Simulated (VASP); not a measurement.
# TePb (Fm-3m) in VASP: notebook

TePb is run at these levels: HSE06; tasks: single point.

All numbers are computed with VASP 6.6.1; they aren't measurements. Logs are shortened: lines on timing, memory, paths and dates and some standing lists are left out, and cuts for length are marked.

## (1) The cell of the first run

The structure is cubic, space group Fm-3m (No. 225). The conventional cell has a = 6.601 Å, b = 6.601 Å, c = 6.601 Å, α = 90.00°, β = 90.00°, γ = 90.00°. Within 4.3 Å of Pb (site symmetry m-3m) lie 6 Te at 3.30 Å. Te (site symmetry m-3m) has 6 Pb at 3.30 Å within 4.3 Å.

## (2) Single point, HSE06 (strain +1.0%)

The input, POSCAR:

```
TePb
1.0
    0.0000000000      3.3005152173      3.3005152173
    3.3005152173      0.0000000000      3.3005152173
    3.3005152173      3.3005152173      0.0000000000
Pb Te
1 1
Direct
    0.0000000000      0.0000000000      0.0000000000
    0.5000000000      0.5000000000      0.5000000000
```

The input, INCAR.step1:

```
SYSTEM = TePb
PREC = Accurate
ENCUT = 520
EDIFF = 1E-5
ISMEAR = 0
SIGMA = 0.01
LREAL = .False.
LASPH = .True.
NELM = 60
ALGO = Normal
ISIF = 2
LWAVE = .True.
GGA = PE
NBANDS = 17
KPAR = 4
```

The input, INCAR.step2:

```
SYSTEM = TePb
PREC = Accurate
ENCUT = 520
EDIFF = 1E-6
ISMEAR = 0
SIGMA = 0.01
LREAL = .False.
LASPH = .True.
NELM = 60
ALGO = Normal
ISIF = 2
LWAVE = .False.
LCHARG = .True.
GGA = PE
LHFCALC = .True.
HFSCREEN = 0.2079
PRECFOCK = Normal
LVHAR = .True.
ISTART = 1
NBANDS = 17
KPAR = 4
```

The input, KPOINTS:

```
regular mesh
0
Gamma
  6 6 6
  0 0 0
```

Potentials or basis: VASP PAW PBE potentials, release 64 (Pb_d, Te).

Run with:

```
> cat potpaw_PBE.64/Pb_d/POTCAR potpaw_PBE.64/Te/POTCAR > POTCAR
> cp INCAR.step1 INCAR
> mpirun -np 4 vasp_std > vasp.out
> cp INCAR.step2 INCAR
> mpirun -np 4 vasp_std > vasp.out
```

OUTCAR:

```text
SYSTEM = TePb
   PREC = Accurate
   ENCUT = 520
   EDIFF = 1E-6
   ISMEAR = 0
   LREAL = .False.
   LASPH = .True.
   NELM = 60
   ISIF = 2
   GGA = PE
   LHFCALC = .True.
   HFSCREEN = 0.2079
   PRECFOCK = Normal
   ISTART = 1

 ion  position               nearest neighbor table
   1  0.000  0.000  0.000-   2 3.30   2 3.30   2 3.30   2 3.30   2 3.30   2 3.30
   2  0.500  0.500  0.500-   1 3.30   1 3.30   1 3.30   1 3.30   1 3.30   1 3.30

  LATTYP: Found a face centered cubic cell.
 ALAT       =     6.6010304346

  Lattice vectors:

 A1 = (   0.0000000000,   3.3005152173,   3.3005152173)
 A2 = (   3.3005152173,   0.0000000000,   3.3005152173)
 A3 = (   3.3005152173,   3.3005152173,   0.0000000000)

Analysis of symmetry for initial positions (statically):
=====================================================================
 Subroutine PRICEL returns:
 Original cell was already a primitive cell.

 Routine SETGRP: Setting up the symmetry group for a
 face centered cubic supercell.

 Subroutine GETGRP returns: Found 48 space group operations
 (whereof 48 operations were pure point group operations)
 out of a pool of 48 trial point group operations.

The static configuration has the point symmetry O_h .

Analysis of symmetry for dynamics (positions and initial velocities):
=====================================================================
 Subroutine PRICEL returns:
 Original cell was already a primitive cell.

 Routine SETGRP: Setting up the symmetry group for a
 face centered cubic supercell.

 Subroutine GETGRP returns: Found 48 space group operations
 (whereof 48 operations were pure point group operations)
 out of a pool of 48 trial point group operations.

The dynamic configuration has the point symmetry O_h .

 Subroutine INISYM returns: Found 48 space group operations
 (whereof 48 operations are pure point group operations),
 and found     1 'primitive' translations

----------------------------------------------------------------------------------------

                                     Primitive cell

  volume of cell :      71.9077

  direct lattice vectors                    reciprocal lattice vectors
     0.000000000  3.300515217  3.300515217    -0.151491500  0.151491500  0.151491500
     3.300515217  0.000000000  3.300515217     0.151491500 -0.151491500  0.151491500
     3.300515217  3.300515217  0.000000000     0.151491500  0.151491500 -0.151491500

[... 80 lines left out ...]
   ISIF   =      2    stress and relaxation
   ISYM   =      3    0-nonsym 1-usesym 2-fastsym
   POTIM  = 0.5000    time-step for ionic-motion
   TEBEG  =    0.0;   TEEND  =   0.0 temperature during run
   PSTRESS=    0.0 pullay stress
   NELECT =      20.0000    total number of electrons
   NUPDOWN=      -1.0000    fix difference up-down
   EMIN   =  10.00;   EMAX   =-10.00  energy-range for DOS
   EFERMI =   0.00;   METHOD = LEGACY
   ISMEAR =     0;   SIGMA  =   0.01  broadening in eV -4-tet -1-fermi 0-gaus
   EFERMI_NEDOS =   21; number of points for ismear=-14 and -15
   IALGO  =     38    algorithm
   IMIX   =      1    mixing-type and parameters
     AMIX     =   0.40;   BMIX     =  1.00
     AMIX_MAG =   1.60;   BMIX_MAG =  1.00
  volume/ion in A,a.u.               =      35.95       242.63
  Fermi-wavevector in a.u.,A,eV,Ry     =   1.068628  2.019414 15.537379  1.141965
  Thomas-Fermi vector in A             =   2.204282
   LORBIT       =      0    0 simple, 1 ext, 2 COOP (PROOUT), +10 PAW based schemes
   GGA     = PE    functional components
   LHFCALC =     T    Hartree Fock is set to
   PRECFOCK=normal    Normal, Fast or Accurate (Low or Medium for compatibility)
   ENCUT4O =  -1.0   cutoff for four orbital integrals eV
   NKREDX  =     1    reduce k-point grid by
   NKREDY  =     1    reduce k-point grid by
   NKREDZ  =     1    reduce k-point grid by
   AEXX    =    0.2500 exact exchange contribution
   HFSCREEN=    0.2079 screening length (either q_TF or 0.3 A-1)
   HFSCREENC=   0.2079 screening length for correlation (either q_TF or 0.3 A-1)
   ENCUTFOCK=  -1.0 apply spherical cutoff to Coloumb kernel
   IVDW    =     0    specifies the selected vdW correction
   LEPSILON=     F    determine dielectric tensor
   LRPA    =     F    only Hartree local field effects (RPA)
 non-spin polarized calculation
 Gauss-broadening in eV      SIGMA  =   0.01
  energy-cutoff  :      520.00
  volume of cell :       71.91
 maximum number of plane-waves:      1964
  NGX = 28; NGY = 28; NGZ = 28

 number of electron      19.9999997 magnetization

 Free energy of the ion-electron system (eV)
  ---------------------------------------------------
  ext. energy  EPLUGINS =         0.00000000
  ---------------------------------------------------
  free energy    TOTEN  =        -8.96228221 eV

  energy without entropy =       -8.96228221  energy(sigma->0) =       -8.96228221

 E-fermi :   4.5681     XC(G=0):  -7.5355

 val. band max:        4.5265283095   @ k =   0.5000   0.0000   0.0000
 cond. band min:       5.7573553420   @ k =   0.5000   0.0000   0.0000
 fundamental gap:      1.2308270325
 Fermi energy:         4.5680825145

 k-point     1 :       0.0000    0.0000    0.0000
  band No.  band energies     occupation
      1     -13.9229      2.00000
      2     -13.9229      2.00000
      3     -13.9111      2.00000
      4     -13.9111      2.00000
      5     -13.9111      2.00000
      6      -8.1779      2.00000
[... 297 lines left out ...]
      4     -13.8985      2.00000
      5     -13.8915      2.00000
      6      -6.4280      2.00000
[... 9 lines left out ...]
     16      15.8302      0.00000
     17      16.6971      0.00000

------------------------ aborting loop because EDIFF is reached ----------------------------------------

  FORCE on cell =-STRESS in cart. coord.  units (eV):
  Direction    XX          YY          ZZ          XY          YZ          ZX
  --------------------------------------------------------------------------------------
  -------------------------------------------------------------------------------------
  Total       -0.7370238     -0.7370238     -0.7370238      0.0000000      0.0000000     -0.0000000
  in kB      -16.4216545    -16.4216545    -16.4216545      0.0000000      0.0000000     -0.0000000
  external PRESSURE =     -16.4216545 kB  Pullay stress =       0.0000000 kB

 VOLUME and BASIS-vectors are now :
 -----------------------------------------------------------------------------
  energy-cutoff  :      520.00
  volume of cell :       71.91
      direct lattice vectors                 reciprocal lattice vectors
     0.000000000  3.300515217  3.300515217    -0.151491500  0.151491500  0.151491500
     3.300515217  0.000000000  3.300515217     0.151491500 -0.151491500  0.151491500
     3.300515217  3.300515217  0.000000000     0.151491500  0.151491500 -0.151491500

 POSITION                                       TOTAL-FORCE (eV/Angst)
 -----------------------------------------------------------------------------------
      0.00000      0.00000      0.00000         0.000000     -0.000000     -0.000000
      3.30052      3.30052      3.30052        -0.000000      0.000000      0.000000
 -----------------------------------------------------------------------------------
    total drift:                                0.000000      0.000002     -0.000000

  FREE ENERGIE OF THE ION-ELECTRON SYSTEM (eV)
  ---------------------------------------------------
  free  energy   TOTEN  =        -8.9622822131 eV

  energy  without entropy=       -8.9622822131  energy(sigma->0) =       -8.96228221
```

OUTCAR.step1:

```text
SYSTEM = TePb
   PREC = Accurate
   ENCUT = 520
   EDIFF = 1E-5
   ISMEAR = 0
   LREAL = .False.
   LASPH = .True.
[... 530 lines left out ...]
      0.00000      0.00000      0.00000         0.000000     -0.000000     -0.000000
      3.30052      3.30052      3.30052        -0.000000      0.000000      0.000000
 -----------------------------------------------------------------------------------
    total drift:                               -0.000000      0.000000      0.000000

  FREE ENERGIE OF THE ION-ELECTRON SYSTEM (eV)
  ---------------------------------------------------
  free  energy   TOTEN  =        -7.5221127982 eV

  energy  without entropy=       -7.5221127982  energy(sigma->0) =       -7.52211280
```

It took 21 min on 4 MPI ranks of Intel Xeon Platinum 8375C at 2.90GHz (Ice Lake), shared host; peak memory 0.33 GiB.

What came out:

```yaml
Free_energy: -8.9623 eV
Pressure: -1.6 GPa
Band_gap_on_the_k_mesh: 1.23 eV
```

Levels at points of the mesh, in eV from the valence-band top:
| k point | band 8 | band 9 | band 10 | band 11 | band 12 | band 13 |
| --- | --- | --- | --- | --- | --- | --- |
| (0.00, 0.00, 0.00) | -1.31 | -1.31 | -1.31 | 4.70 | 4.70 | 4.70 |
| (0.50, 0.00, 0.00) | -0.88 | -0.88 | 0.00 | 1.23 | 1.83 | 1.83 |
| (0.50, 0.50, 0.00) | -4.52 | -2.78 | -2.78 | 4.01 | 6.05 | 6.05 |

Caveat: the cell differs from its parent crystal (strain +1.0%); the structure was generated, so it needn't be the stable form of TePb; the PAW data sets were made with another functional, which shifts forces and pressure a little; spin-orbit coupling is left out, which moves the levels of the heavy elements.

## (3) Single point, HSE06 (strain +2.0%)

The input, POSCAR:

```
TePb
1.0
    0.0000000000      3.3331935858      3.3331935858
    3.3331935858      0.0000000000      3.3331935858
    3.3331935858      3.3331935858      0.0000000000
Pb Te
1 1
Direct
    0.0000000000      0.0000000000      0.0000000000
    0.5000000000      0.5000000000      0.5000000000
```

The input, INCAR.step1:

```
SYSTEM = TePb
PREC     = Accurate       ! precision mode
ENCUT    = 520            ! plane-wave cutoff, eV
EDIFF    = 1E-5           ! SCF threshold, eV
ISMEAR   = 0              ! smearing method
SIGMA    = 0.01           ! smearing width, eV
LREAL    = .FALSE.        ! projectors in reciprocal space
LASPH    = .TRUE.         ! aspherical terms in the spheres
NELM     = 60             ! most SCF steps
ALGO     = Normal         ! electronic algorithm
ISIF     = 2              ! what is computed and relaxed
LWAVE    = .TRUE.         ! write WAVECAR
GGA      = PE             ! functional
NBANDS   = 17             ! bands
KPAR     = 4
```

The input, INCAR.step2:

```
SYSTEM = TePb
PREC     = Accurate       ! precision mode
ENCUT    = 520            ! plane-wave cutoff, eV
EDIFF    = 1E-6           ! SCF threshold, eV
ISMEAR   = 0              ! smearing method
SIGMA    = 0.01           ! smearing width, eV
LREAL    = .FALSE.        ! projectors in reciprocal space
LASPH    = .TRUE.         ! aspherical terms in the spheres
NELM     = 60             ! most SCF steps
ALGO     = Normal         ! electronic algorithm
ISIF     = 2              ! what is computed and relaxed
LWAVE    = .FALSE.        ! write WAVECAR
LCHARG   = .TRUE.         ! write CHGCAR
GGA      = PE             ! functional
LHFCALC  = .TRUE.         ! exact exchange
HFSCREEN = 0.2079         ! screening, 1/A
PRECFOCK = Normal       
LVHAR    = .TRUE.       
ISTART   = 1            
NBANDS   = 17             ! bands
KPAR     = 4
```

The input, KPOINTS:

```
regular mesh
0
G
  6 6 6
  0 0 0
```

Potentials or basis: VASP PAW PBE potentials, release 64 (Pb_d, Te).

Run with:

```
> cat potpaw_PBE.64/Pb_d/POTCAR potpaw_PBE.64/Te/POTCAR > POTCAR
> cp INCAR.step1 INCAR
> mpirun -np 4 vasp_std > vasp.out
> cp INCAR.step2 INCAR
> mpirun -np 4 vasp_std > vasp.out
```

Run time: 25 min. Hardware: 4 MPI ranks of AMD EPYC 7R43 (Zen 3), shared host; peak memory 0.31 GiB.

It converged, with:

```yaml
Free_energy: -8.9342 eV
Pressure: -2.6 GPa
Band_gap_on_the_k_mesh: 1.29 eV
```

Levels at points of the mesh, in eV from the valence-band top:
```
           k point  band 6  band 7  band 8  band 9  band 10  band 11  band 12  band 13  band 14  band 15
(0.00, 0.00, 0.00)  -12.46   -6.15   -1.19   -1.19    -1.19     4.66     4.66     4.66     6.60     6.60
(0.50, 0.00, 0.00)  -11.12   -8.87   -0.78   -0.78     0.00     1.29     1.90     1.90     9.05     9.84
(0.50, 0.50, 0.00)  -10.92   -7.69   -4.28   -2.60    -2.60     4.14     5.94     5.94     7.07    10.74
```

Caveat: the cell differs from its parent crystal (strain +2.0%); the structure was generated, so it needn't be the stable form of TePb; the PAW data sets were made with another functional, which shifts forces and pressure a little; spin-orbit coupling is left out, which moves the levels of the heavy elements.

## (4) Single point, HSE06 (strain -4.0%)

The input, POSCAR:

```
TePb
1.0
    0.0000000000      3.1371233749      3.1371233749
    3.1371233749      0.0000000000      3.1371233749
    3.1371233749      3.1371233749      0.0000000000
Pb Te
1 1
Direct
    0.0000000000      0.0000000000      0.0000000000
    0.5000000000      0.5000000000      0.5000000000
```

The input, INCAR.step1:

```
PREC = Accurate ; ENCUT = 520
EDIFF = 1E-5 ; ISMEAR = 0
SIGMA = 0.01 ; LREAL = F
LASPH = T ; NELM = 80
ALGO = Normal ; ISIF = 2
LWAVE = T ; GGA = PE
NBANDS = 17
```

The input, INCAR.step2:

```
PREC = Accurate ; ENCUT = 520
EDIFF = 1E-6 ; ISMEAR = 0
SIGMA = 0.01 ; LREAL = F
LASPH = T ; NELM = 80
ALGO = Normal ; ISIF = 2
LWAVE = F ; LCHARG = T
GGA = PE ; LHFCALC = T
HFSCREEN = 0.2079 ; PRECFOCK = Normal
LELF = T ; LVHAR = T
ISTART = 1 ; NBANDS = 17
```

The input, KPOINTS:

```
Automatic mesh
0
Gamma
  6 6 6
```

Run with:

```
> cat potpaw_PBE.64/Pb_d/POTCAR potpaw_PBE.64/Te/POTCAR > POTCAR
> cp INCAR.step1 INCAR
> mpirun -np 1 vasp_std > vasp.out
> cp INCAR.step2 INCAR
> mpirun -np 1 vasp_std > vasp.out
```

Wall time 2.3 h (1 thread of AMD EPYC 9755, shared host); peak memory 0.31 GiB.

The run converged. Its results:

```yaml
Free_energy: -8.8536 eV
Pressure: 6.0 GPa
Band_gap_on_the_k_mesh: 0.81 eV
```

Levels at points of the mesh, in eV from the valence-band top:
```tsv
k point	band 7	band 8	band 9	band 10	band 11	band 12	band 13	band 14
(0.00, 0.00, 0.00)	-5.73	-2.05	-2.05	-2.05	4.78	4.78	4.78	6.07
(0.50, 0.00, 0.00)	-10.05	-1.50	-1.50	0.00	0.81	1.30	1.30	9.20
(0.50, 0.50, 0.00)	-8.10	-5.96	-3.85	-3.85	3.20	6.55	6.55	8.08
```

Caveat: the cell differs from its parent crystal (strain -4.0%); the cell stands under pressure; the structure was generated, so it needn't be the stable form of TePb; the PAW data sets were made with another functional, which shifts forces and pressure a little; spin-orbit coupling is left out, which moves the levels of the heavy elements. A k mesh can miss the band edges.

## (5) The runs side by side

| cell | gap on the mesh (eV) | pressure (GPa) |
| --- | --- | --- |
| a = 4.668 Å, angles 60.0°, 2 atoms | 1.23 | -1.6 |
| a = 4.714 Å, angles 60.0°, 2 atoms | 1.29 | -2.6 |
| a = 4.437 Å, angles 60.0°, 2 atoms | 0.81 | 6.0 |

Alike in all rows: task single point; level HSE06; potentials or basis VASP PAW PBE potentials, release 64 (Pb_d, Te); no spin polarisation; k mesh 6 × 6 × 6; cutoff (eV) 520; smearing gaussian 0.01 eV.

Caveats: the structure was generated, so it needn't be the stable form of TePb; the PAW data sets were made with another functional, which shifts forces and pressure a little; spin-orbit coupling is left out, which moves the levels of the heavy elements; the cell stands under pressure (at least some runs).

Total energies depend on the potentials used, so only differences within one code and one set of settings carry meaning.
